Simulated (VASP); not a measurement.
# NaCl (Pm-3m) in VASP: a series of runs

Aim: see how the results for NaCl move with the level of theory and the settings. Levels: PBE+U, PBEsol+U. Tasks: single point.

Program: VASP 6.6.1. These are calculated values, not measurements. Logs are shortened: lines on timing, memory, paths and dates and some standing lists are left out, and cuts for length are marked.

## 1. The cell of the first run

It takes space group Pm-3m (No. 221, cubic). Conventional cell: a = 3.502 Å, b = 3.502 Å, c = 3.502 Å, α = 90.00°, β = 90.00°, γ = 90.00°. Within 4.0 Å of Na (site symmetry m-3m) lie 8 Cl at 3.03 Å and 6 Na at 3.50 Å. Within 4.0 Å of Cl (site symmetry m-3m) lie 8 Na at 3.03 Å and 6 Cl at 3.50 Å.

## 2. Single point, PBE+U

Input file INCAR:

```
SYSTEM = NaCl
  PREC = Accurate
  ENCUT = 1130
  EDIFF = 1E-6
  ISMEAR = 0
  SIGMA = 0.1
  LREAL = .False.
  LASPH = .True.
  NELM = 200
  ALGO = Normal
  ISIF = 2
  LWAVE = .False.
  LCHARG = .True.
  LDAU = .True.
  LDAUTYPE = 2
  LDAUL = -1 1
  LDAUU = 0 3
  LDAUJ = 0 0
  LDAUPRINT = 1
  GGA = PE
  LELF = .True.
  LVHAR = .True.
  NBANDS = 15
  GGA_COMPAT = .False.
```

Input file KPOINTS:

```
regular mesh
0
Gamma
  4 4 4
  0 0 0
```

Input file POSCAR:

```
NaCl
1.0
    3.5021900000      0.0000000000      0.0000000000
    0.0000000000      3.5021900000      0.0000000000
    0.0000000000      0.0000000000      3.5021900000
Na Cl
1 1
Direct
    0.0000000000      0.0000000000      0.0000000000
    0.5000000000      0.5000000000      0.5000000000
```

Potentials or basis: VASP PAW PBE potentials, release 64 (Na_sv, Cl).

Command:

```sh
> cat potpaw_PBE.64/Na_sv/POTCAR potpaw_PBE.64/Cl/POTCAR > POTCAR
> mpirun -np 1 vasp_std > vasp.out
```

OUTCAR:

```text
SYSTEM = NaCl
   PREC = Accurate
   ENCUT = 1130
   EDIFF = 1E-6
   ISMEAR = 0
   LREAL = .False.
   LASPH = .True.
   NELM = 200
   ISIF = 2
   GGA = PE

 ion  position               nearest neighbor table
   1  0.000  0.000  0.000-
   2  0.500  0.500  0.500-

  LATTYP: Found a simple cubic cell.
 ALAT       =     3.5021900000

  Lattice vectors:

 A1 = (   3.5021900000,   0.0000000000,   0.0000000000)
 A2 = (   0.0000000000,   3.5021900000,   0.0000000000)
 A3 = (   0.0000000000,   0.0000000000,   3.5021900000)

Analysis of symmetry for initial positions (statically):
=====================================================================
 Subroutine PRICEL returns:
 Original cell was already a primitive cell.

 Routine SETGRP: Setting up the symmetry group for a
 simple cubic supercell.

 Subroutine GETGRP returns: Found 48 space group operations
 (whereof 48 operations were pure point group operations)
 out of a pool of 48 trial point group operations.

The static configuration has the point symmetry O_h .

Analysis of symmetry for dynamics (positions and initial velocities):
=====================================================================
 Subroutine PRICEL returns:
 Original cell was already a primitive cell.

 Routine SETGRP: Setting up the symmetry group for a
 simple cubic supercell.

 Subroutine GETGRP returns: Found 48 space group operations
 (whereof 48 operations were pure point group operations)
 out of a pool of 48 trial point group operations.

The dynamic configuration has the point symmetry O_h .

 Subroutine INISYM returns: Found 48 space group operations
 (whereof 48 operations are pure point group operations),
 and found     1 'primitive' translations

----------------------------------------------------------------------------------------

                                     Primitive cell

  volume of cell :      42.9555

  direct lattice vectors                    reciprocal lattice vectors
     3.502190000  0.000000000  0.000000000     0.285535622  0.000000000  0.000000000
     0.000000000  3.502190000  0.000000000     0.000000000  0.285535622  0.000000000
     0.000000000  0.000000000  3.502190000     0.000000000  0.000000000  0.285535622

  length of vectors
     3.502190000  3.502190000  3.502190000     0.285535622  0.285535622  0.285535622

  position of ions in fractional coordinates (direct lattice)
     0.000000000  0.000000000  0.000000000
     0.500000000  0.500000000  0.500000000

  ion indices of the primitive-cell ions
   primitive index   ion index
                 1           1
                 2           2

----------------------------------------------------------------------------------------

 KPOINTS: regular mesh

Automatic generation of k-mesh.
 Grid dimensions read from file:
 generate k-points for:    4    4    4

 Generating k-lattice:

  Cartesian coordinates                     Fractional coordinates (reciprocal lattice)
     0.071383905  0.000000000  0.000000000     0.250000000  0.000000000  0.000000000
     0.000000000  0.071383905  0.000000000     0.000000000  0.250000000  0.000000000
     0.000000000  0.000000000  0.071383905     0.000000000  0.000000000  0.250000000

  Length of vectors
     0.071383905  0.071383905  0.071383905

  Shift w.r.t. Gamma in fractional coordinates (k-lattice)
     0.000000000  0.000000000  0.000000000

 Subroutine IBZKPT returns following result:
 ===========================================

 Found     10 irreducible k-points:

 Following reciprocal coordinates:
            Coordinates               Weight
  0.000000  0.000000  0.000000      1.000000
  0.250000  0.000000  0.000000      6.000000
  0.500000  0.000000  0.000000      3.000000
  0.250000  0.250000  0.000000     12.000000
  0.500000  0.250000  0.000000     12.000000
  0.500000  0.500000  0.000000      3.000000
  0.250000  0.250000  0.250000      8.000000
  0.500000  0.250000  0.250000     12.000000
  0.500000  0.500000  0.250000      6.000000
  0.500000  0.500000  0.500000      1.000000
   k-points           NKPTS =     10   k-points in BZ     NKDIM =     10   number of bands    NBANDS=     15
   number of dos      NEDOS =    301   number of ions     NIONS =      2
   total plane-waves  NPLWV =  64000
   dimension x,y,z NGX =    40 NGY =   40 NGZ =   40
   dimension x,y,z NGXF=    80 NGYF=   80 NGZF=   80
   ions per type =               1   1
   NGX,Y,Z   is equivalent  to a cutoff of  18.99, 18.99, 18.99 a.u.
   NGXF,Y,Z  is equivalent  to a cutoff of  37.98, 37.98, 37.98 a.u.
 SYSTEM =  NaCl
   PREC   = accura    normal or accurate (medium, high low for compatibility)
   ISTART =      0    job   : 0-new  1-cont  2-samecut
   ICHARG =      2    charge: 1-file 2-atom 10-const
   ISPIN  =      1    spin polarized calculation?
   LNONCOLLINEAR =      F non collinear calculations
   LSORBIT =      F    spin-orbit coupling
   LASPH  =      T    aspherical Exc in radial PAW
   ENCUT  = 1130.0 eV  83.05 Ry    9.11 a.u.   9.60  9.60  9.60*2*pi/ulx,y,z
   NELM   =    200;   NELMIN=  2; NELMDL= -5     # of ELM steps
   EDIFF  = 0.1E-05   stopping-criterion for ELM
   LREAL  =      F    real-space projection
   EDIFFG = 0.1E-04   stopping-criterion for IOM
   NSW    =      0    number of steps for IOM
   IBRION =     -1    ionic relax: 0-MD 1-quasi-New 2-CG
   NFREE  =      0    steps in history (QN), initial steepest desc. (CG)
   ISIF   =      2    stress and relaxation
   ISYM   =      2    0-nonsym 1-usesym 2-fastsym
   POTIM  = 0.5000    time-step for ionic-motion
   TEBEG  =    0.0;   TEEND  =   0.0 temperature during run
   PSTRESS=    0.0 pullay stress
   NELECT =      16.0000    total number of electrons
   NUPDOWN=      -1.0000    fix difference up-down
   EMIN   =  10.00;   EMAX   =-10.00  energy-range for DOS
   EFERMI =   0.00;   METHOD = LEGACY
   ISMEAR =     0;   SIGMA  =   0.10  broadening in eV -4-tet -1-fermi 0-gaus
   EFERMI_NEDOS =   21; number of points for ismear=-14 and -15
   IALGO  =     38    algorithm
   IMIX   =      4    mixing-type and parameters
     AMIX     =   0.40;   BMIX     =  1.00
     AMIX_MAG =   1.60;   BMIX_MAG =  1.00
  volume/ion in A,a.u.               =      21.48       144.94
  Fermi-wavevector in a.u.,A,eV,Ry     =   1.177900  2.225908 18.877385  1.387449
  Thomas-Fermi vector in A             =   2.314239
   LORBIT       =      0    0 simple, 1 ext, 2 COOP (PROOUT), +10 PAW based schemes
 LDA+U is selected, type is set to LDAUTYPE =  2
   angular momentum for each species LDAUL =    -1    1
   U (eV)           for each species LDAUU =   0.0  3.0
   J (eV)           for each species LDAUJ =   0.0  0.0
   GGA     = PE    functional components
   LHFCALC =     F    Hartree Fock is set to
   AEXX    =    0.0000 exact exchange contribution
   IVDW    =     0    specifies the selected vdW correction
   LEPSILON=     F    determine dielectric tensor
   LRPA    =     F    only Hartree local field effects (RPA)
 non-spin polarized calculation
 Gauss-broadening in eV      SIGMA  =   0.10
  energy-cutoff  :     1130.00
  volume of cell :       42.96
 maximum number of plane-waves:      3743
 NGX is ok and might be reduce to    40
   NGX = 19   NGY = 19   NGZ = 19

 number of electron      16.0000003 magnetization

 Free energy of the ion-electron system (eV)
  ---------------------------------------------------
  ext. energy  EPLUGINS =         0.00000000
  ---------------------------------------------------
  free energy    TOTEN  =        -4.31740766 eV

  energy without entropy =       -4.31740766  energy(sigma->0) =       -4.31740766

 E-fermi :   1.1356     XC(G=0):  -8.3649

 val. band max:        0.5275724533   @ k =   0.5000   0.5000   0.0000
 cond. band min:       4.6603737632   @ k =   0.0000   0.0000   0.0000
 fundamental gap:      4.1328013098
 Fermi energy:         1.1355984285

 k-point     1 :       0.0000    0.0000    0.0000
  band No.  band energies     occupation
      1     -49.5769      2.00000
      2     -21.4731      2.00000
      3     -21.4731      2.00000
      4     -21.4731      2.00000
      5     -12.5931      2.00000
      6       0.0466      2.00000
      7       0.0466      2.00000
      8       0.0466      2.00000
      9       4.6604      0.00000
     10       9.2850      0.00000
     11       9.2850      0.00000
     12      16.3290      0.00000
     13      16.3290      0.00000
     14      16.3297      0.00000
     15      16.6481      0.00000

 k-point     2 :       0.2500    0.0000    0.0000
  band No.  band energies     occupation
      1     -49.5761      2.00000
      2     -21.4931      2.00000
      3     -21.4713      2.00000
      4     -21.4713      2.00000
      5     -12.4204      2.00000
      6      -1.3433      2.00000
      7       0.1587      2.00000
      8       0.1587      2.00000
      9       5.9992      0.00000
     10       9.9555      0.00000
     11      10.0411      0.00000
     12      13.7233      0.00000
     13      13.7233      0.00000
     14      15.7838      0.00000
     15      16.3872      0.00000

 k-point     3 :       0.5000    0.0000    0.0000
  band No.  band energies     occupation
      1     -49.5753      2.00000
      2     -21.5129      2.00000
      3     -21.4694      2.00000
      4     -21.4694      2.00000
      5     -12.2335      2.00000
      6      -2.3604      2.00000
      7       0.2770      2.00000
      8       0.2770      2.00000
      9       7.6138      0.00000
     10       9.1669      0.00000
     11      11.2210      0.00000
     12      12.5366      0.00000
     13      12.5366      0.00000
     14      13.6936      0.00000
     15      17.6682      0.00000

 k-point     4 :       0.2500    0.2500    0.0000
  band No.  band energies     occupation
      1     -49.5753      2.00000
      2     -21.4914      2.00000
      3     -21.4889      2.00000
      4     -21.4696      2.00000
      5     -12.2675      2.00000
      6      -1.2452      2.00000
      7      -0.9412      2.00000
      8       0.2756      2.00000
      9       7.0218      0.00000
     10       9.4903      0.00000
     11      10.9179      0.00000
     12      12.5200      0.00000
     13      13.8027      0.00000
     14      14.5587      0.00000
     15      16.2851      0.00000

 k-point     5 :       0.5000    0.2500    0.0000
  band No.  band energies     occupation
      1     -49.5746      2.00000
      2     -21.5089      2.00000
      3     -21.4872      2.00000
      4     -21.4678      2.00000
      5     -12.1030      2.00000
      6      -2.0526      2.00000
      7      -0.8226      2.00000
      8       0.3989      2.00000
      9       7.5786      0.00000
     10       8.9379      0.00000
     11      11.4591      0.00000
     12      12.1943      0.00000
     13      12.8749      0.00000
     14      14.6531      0.00000
     15      17.3246      0.00000

 k-point     6 :       0.5000    0.5000    0.0000
  band No.  band energies     occupation
      1     -49.5738      2.00000
      2     -21.5046      2.00000
      3     -21.5046      2.00000
      4     -21.4662      2.00000
      5     -11.9636      2.00000
      6      -1.6936      2.00000
      7      -1.6936      2.00000
      8       0.5276      2.00000
      9       6.2133      0.00000
     10      10.5977      0.00000
     11      11.6516      0.00000
     12      11.6516      0.00000
     13      13.3227      0.00000
     14      13.3227      0.00000
     15      18.3002      0.00000

 k-point     7 :       0.2500    0.2500    0.2500
  band No.  band energies     occupation
      1     -49.5746      2.00000
      2     -21.4894      2.00000
      3     -21.4865      2.00000
      4     -21.4865      2.00000
      5     -12.1245      2.00000
      6      -1.0985      2.00000
      7      -0.7733      2.00000
      8      -0.7733      2.00000
      9       7.5986      0.00000
     10      10.0522      0.00000
     11      10.0522      0.00000
     12      12.1819      0.00000
     13      13.3657      0.00000
     14      13.3657      0.00000
     15      18.3909      0.00000

 k-point     8 :       0.5000    0.2500    0.2500
  band No.  band energies     occupation
      1     -49.5739      2.00000
      2     -21.5055      2.00000
      3     -21.4856      2.00000
      4     -21.4844      2.00000
      5     -11.9712      2.00000
      6      -1.7947      2.00000
      7      -0.7139      2.00000
      8      -0.5899      2.00000
      9       7.6805      0.00000
     10       9.0955      0.00000
     11       9.5951      0.00000
     12      12.9616      0.00000
     13      13.4255      0.00000
     14      14.7725      0.00000
     15      16.6553      0.00000

 k-point     9 :       0.5000    0.5000    0.2500
  band No.  band energies     occupation
      1     -49.5731      2.00000
      2     -21.5020      2.00000
      3     -21.5020      2.00000
      4     -21.4829      2.00000
      5     -11.8306      2.00000
      6      -1.5008      2.00000
      7      -1.5008      2.00000
      8      -0.4674      2.00000
      9       6.8529      0.00000
     10       9.1315      0.00000
     11       9.1315      0.00000
     12      13.0285      0.00000
     13      14.5374      0.00000
     14      15.5960      0.00000
     15      15.5960      0.00000

 k-point    10 :       0.5000    0.5000    0.5000
  band No.  band energies     occupation
      1     -49.5724      2.00000
      2     -21.4991      2.00000
      3     -21.4991      2.00000
      4     -21.4991      2.00000
      5     -11.6888      2.00000
      6      -1.2860      2.00000
      7      -1.2860      2.00000
      8      -1.2860      2.00000
      9       7.8018      0.00000
     10       7.8018      0.00000
     11       7.8018      0.00000
     12      12.3063      0.00000
     13      16.5304      0.00000
     14      16.5304      0.00000
     15      16.5304      0.00000

------------------------ aborting loop because EDIFF is reached ----------------------------------------

  FORCE on cell =-STRESS in cart. coord.  units (eV):
  Direction    XX          YY          ZZ          XY          YZ          ZX
  --------------------------------------------------------------------------------------
  -------------------------------------------------------------------------------------
  Total       -0.0691195     -0.0691195     -0.0691195     -0.0000000     -0.0000000     -0.0000000
  in kB       -2.5780539     -2.5780539     -2.5780539     -0.0000000     -0.0000000     -0.0000000
  external PRESSURE =      -2.5780539 kB  Pullay stress =       0.0000000 kB

 VOLUME and BASIS-vectors are now :
 -----------------------------------------------------------------------------
  energy-cutoff  :     1130.00
  volume of cell :       42.96
      direct lattice vectors                 reciprocal lattice vectors
     3.502190000  0.000000000  0.000000000     0.285535622  0.000000000  0.000000000
     0.000000000  3.502190000  0.000000000     0.000000000  0.285535622  0.000000000
     0.000000000  0.000000000  3.502190000     0.000000000  0.000000000  0.285535622

 POSITION                                       TOTAL-FORCE (eV/Angst)
 -----------------------------------------------------------------------------------
      0.00000      0.00000      0.00000         0.000000      0.000000      0.000000
      1.75110      1.75110      1.75110         0.000000      0.000000      0.000000
 -----------------------------------------------------------------------------------
    total drift:                               -0.000000      0.000000     -0.000000

  FREE ENERGIE OF THE ION-ELECTRON SYSTEM (eV)
  ---------------------------------------------------
  free  energy   TOTEN  =        -4.3174076628 eV

  energy  without entropy=       -4.3174076628  energy(sigma->0) =       -4.31740766
```

It took 20 s on 1 thread of Intel Xeon Platinum 8259CL at 2.50GHz (Skylake/Cascade Lake), shared host; peak memory 0.23 GiB.

What came out:

| Quantity | Value |
| --- | --- |
| Free energy | -4.3174 eV |
| Pressure | -0.3 GPa |
| Band gap on the k mesh | 4.13 eV (least direct gap 4.61 eV) |

Caveat: the k points lie up to 0.45 Å⁻¹ apart.

## 3. Single point, PBE+U

Input file INCAR:

```
PREC = Accurate
ENCUT = 1130
EDIFF = 1E-6
ISMEAR = 0
SIGMA = 0.1
LREAL = F
LASPH = T
NELM = 200
ALGO = Normal
ISIF = 2
LWAVE = F
LCHARG = F
LDAU = T
LDAUTYPE = 2
LDAUL = -1 1
LDAUU = 0 7.1
LDAUJ = 0 0
LDAUPRINT = 1
GGA = PE
ISYM = 0
NBANDS = 15
GGA_COMPAT = F
```

Input file KPOINTS:

```
Automatic mesh
0
Gamma
  5 3 1
```

POSCAR is that of step 2.

Potentials or basis: VASP PAW PBE potentials, release 64 (Na_sv, Cl).

Command:

```sh
> cat potpaw_PBE.64/Na_sv/POTCAR potpaw_PBE.64/Cl/POTCAR > POTCAR
> mpirun -np 1 vasp_std > vasp.out
```

Wall time 14 s (1 thread of AMD EPYC 7R13 (Zen 3), shared host); peak memory 0.2 GiB.

Results (log left out):

* Free energy: -0.4473 eV
* Pressure: 4.8 GPa
* Band gap on the k mesh: 4.43 eV (least direct gap 4.61 eV)

Levels at points of the mesh, in eV from the valence-band top:
```
           k point  band 6  band 7  band 8  band 9  band 10  band 11
(0.00, 0.00, 0.00)   -0.81   -0.21   -0.19    4.43     9.00     9.23
```

Caveat: the k points lie up to 1.79 Å⁻¹ apart; an odd mesh through Γ misses points on the zone boundary, where band edges can lie.

(Part 1 of 2 ends here.)
